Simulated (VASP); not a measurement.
Write the native input for VASP 6.6.1 that does the following.

```yaml
Task: single point
Functional: PBE
Dispersion: D4
Potentials_or_basis: VASP PAW PBE potentials, release 64 (In_d, P)
Cutoff: 520 eV
k_mesh: 8 × 8 × 8
Occupations: fermi-dirac, width 0.05 eV
Spin: no spin polarisation
Dipole_correction: no
Further_INCAR_settings: ALGO = Normal; EDIFF = 1e-06; NBANDS = 16
```

The structure of InP lies in POSCAR:

```
InP
1.0
    0.0000000000      2.9879753761      2.9879753761
    2.9879753761      0.0000000000      2.9879753761
    2.9879753761      2.9879753761      0.0000000000
In P
1 1
Direct
    0.0000000000      0.0000000000      0.0000000000
    0.7500000000      0.7500000000      0.7500000000
```

The input as run:

INCAR

```
PREC = Accurate
ENCUT = 520
EDIFF = 1E-6
ISMEAR = -1
SIGMA = 0.05
LREAL = F
LASPH = T
NELM = 80
ALGO = Normal
ISIF = 2
LWAVE = F
LCHARG = F
GGA = PE
IVDW = 13
NBANDS = 16
```

KPOINTS

```
regular mesh
0
Gamma
  8 8 8
```

Potentials or basis: VASP PAW PBE potentials, release 64 (In_d, P).

Launch:

```sh
$ cat potpaw_PBE.64/In_d/POTCAR potpaw_PBE.64/P/POTCAR > POTCAR
$ mpirun -np 1 vasp_std > vasp.out
```

Results of the run:

The pressure is -2.6 GPa, the band gap on the k mesh is 0.39 eV, direct and the dispersion energy per atom is -0.317 eV.

Caveat: spin-orbit coupling is left out, which moves the levels of the heavy elements.

Wall time 20 s on 1 thread of AMD EPYC 7R13 Processor (Zen 3), on a shared host, peak memory 0.15 GiB.
